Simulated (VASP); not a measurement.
Input of a VASP 6.6.1 run:

Contents of INCAR:

```
PREC = Accurate
ENCUT = 520
EDIFF = 1E-6
ISMEAR = -1
SIGMA = 0.05
LREAL = Auto
LASPH = True
NELM = 60
ALGO = Normal
ISIF = 2
LWAVE = False
LCHARG = False
GGA = PE
NBANDS = 198
NELECT = 322.0
ISYM = 0
```

Contents of KPOINTS:

```
Automatic mesh
0
Gamma
  1 1 1
  0.25 0.25 0.25
```

The input POSCAR:

```
Li32HF32
1.0
    8.0151850000      0.0000000000      0.0000000000
    0.0000000000      8.0151850000      0.0000000000
    0.0000000000      0.0000000000      8.0151850000
F Li H
32 32 1
Direct
    0.2533580000      0.9934900000      0.9971390000
    0.2465900000      0.0003350000      0.5119830000
    0.2590230000      0.4927750000      0.0030330000
    0.2571130000      0.4981580000      0.4943080000
    0.7543210000      0.0003800000      0.9992790000
    0.7531840000      0.0037350000      0.5056110000
    0.7503950000      0.4989380000      0.9960510000
    0.7490300000      0.5009850000      0.5005400000
    0.9961730000      0.2479670000      0.9954600000
    0.9995960000      0.2511870000      0.5115490000
    0.9989990000      0.7454060000      0.9927530000
    0.9999670000      0.7505300000      0.5005040000
    0.4965880000      0.2524580000      0.0004900000
    0.4953410000      0.2479230000      0.5006110000
    0.4962610000      0.7555560000      0.9982980000
    0.4976300000      0.7476140000      0.5071400000
    0.0014890000      0.9929970000      0.2459350000
    0.9928000000      0.9945180000      0.7506050000
    0.0085950000      0.4956320000      0.2474630000
    0.0070690000      0.5019500000      0.7411770000
    0.4931550000      0.9994780000      0.2427200000
    0.5019470000      0.0112090000      0.7447250000
    0.4992160000      0.5035580000      0.2540710000
    0.4992080000      0.5015270000      0.7513620000
    0.2408440000      0.2568800000      0.2463100000
    0.2533560000      0.2454390000      0.7645590000
    0.2481830000      0.7491070000      0.2522500000
    0.2478420000      0.7511080000      0.7589360000
    0.7509780000      0.2458710000      0.2482480000
    0.7571000000      0.2445510000      0.7537850000
    0.7516370000      0.7423640000      0.2571110000
    0.7527280000      0.7474960000      0.7478670000
    0.0022360000      0.0040480000      0.0029840000
    0.9963990000      0.9948960000      0.4961690000
    0.0031220000      0.5049170000      0.0055900000
    0.0012890000      0.4993120000      0.4947660000
    0.5000710000      0.9990640000      0.0076720000
    0.4914720000      0.9950040000      0.4994450000
    0.5028710000      0.5032480000      0.9918430000
    0.5000260000      0.5036570000      0.5065480000
    0.2445270000      0.2466280000      0.9931800000
    0.2457620000      0.2605690000      0.5036970000
    0.2484080000      0.7552390000      0.0046090000
    0.2514530000      0.7471710000      0.5076240000
    0.7630530000      0.2448750000      0.9976390000
    0.7570240000      0.2443110000      0.5038820000
    0.7464160000      0.7582680000      0.9944310000
    0.7447570000      0.7529780000      0.4968250000
    0.2488890000      0.9939400000      0.2545460000
    0.2572000000      0.9986930000      0.7367380000
    0.2440070000      0.4957460000      0.2458630000
    0.2475260000      0.4987000000      0.7467440000
    0.7470090000      0.9963300000      0.2516560000
    0.7485760000      0.0043240000      0.7484510000
    0.7461230000      0.5038230000      0.2465210000
    0.7526580000      0.5004700000      0.7548020000
    0.0036610000      0.2552190000      0.2535670000
    0.0051310000      0.2429940000      0.7486250000
    0.9970870000      0.7404480000      0.2459320000
    0.9999410000      0.7495750000      0.7466550000
    0.4998320000      0.2483280000      0.2505390000
    0.4986230000      0.2537810000      0.7531300000
    0.5002840000      0.7472260000      0.2564940000
    0.5005540000      0.7422940000      0.7552670000
    0.3717310000      0.3656100000      0.3657490000
```

Potentials or basis: VASP PAW PBE potentials, release 64 (F, Li_sv, H).

The run is started by

```sh
$ cat potpaw_PBE.64/F/POTCAR potpaw_PBE.64/Li_sv/POTCAR potpaw_PBE.64/H/POTCAR > POTCAR
$ mpirun -np 1 vasp_std > vasp.out
```

What does it give for the largest force?

4.877 eV/Å.

Forces on the atoms (eV/Å):
```
F   -0.246  0.081  0.018
F   -0.088 -0.282 -0.626
F   -0.554  0.539 -0.415
F   -2.388  2.532  2.677
F   -0.215 -0.241  0.169
F   -0.043 -0.443 -0.475
F    0.235  0.148  0.023
F    0.295  0.001  0.087
F    0.092  0.115 -0.025
F   -0.014 -0.149 -0.423
F   -0.088  0.030  0.417
F   -0.090  0.049 -0.151
F    0.439 -0.252 -0.134
F    2.496 -2.177  2.568
F    0.388 -0.033 -0.095
F    0.121  0.480 -0.067
F   -0.282 -0.057  0.229
F    0.289  0.120 -0.008
F   -0.741  0.340 -0.013
F   -0.270 -0.117  0.424
F    0.400 -0.379  0.473
F    0.057 -0.709  0.334
F    2.420  2.496 -2.133
F    0.169  0.076  0.091
F   -2.894 -3.002 -2.529
F   -0.359  0.134 -0.667
F   -0.088  0.218 -0.047
F    0.190 -0.008 -0.286
F    0.307 -0.036  0.039
F   -0.070  0.356  0.031
F    0.081  0.571 -0.304
F   -0.276  0.080  0.127
Li   0.135 -0.111 -0.125
Li   0.137  0.063  0.120
Li   0.090 -0.252 -0.302
Li   0.100  0.062  0.199
Li  -0.193  0.281 -0.351
Li   0.133  0.575  0.119
Li  -0.205 -0.275  0.604
Li  -0.223 -0.639 -0.648
Li   0.287  0.053  0.640
Li   0.453 -0.072 -0.298
Li   0.096 -0.168 -0.099
Li  -0.126 -0.245 -0.164
Li  -0.458  0.154  0.087
Li  -0.515  0.260 -0.035
Li   0.081 -0.221  0.039
Li   0.168 -0.208  0.256
Li  -0.060  0.418 -0.139
Li  -0.056  0.057  0.705
Li   0.797 -0.216  0.232
Li   0.065  0.000  0.051
Li   0.091  0.224 -0.014
Li  -0.055 -0.024 -0.006
Li  -0.362 -0.344  0.139
Li   0.104 -0.143 -0.262
Li   0.087 -0.205 -0.099
Li  -0.083  0.116  0.116
Li   0.188  0.216  0.156
Li   0.052 -0.021  0.015
Li  -0.187  0.351  0.062
Li   0.047 -0.142 -0.192
Li  -0.226 -0.368 -0.166
Li  -0.090  0.250 -0.079
H    0.456  0.092  0.131
```

Caveat: the cell carries a net charge on a neutralising background, which shifts energy and pressure.
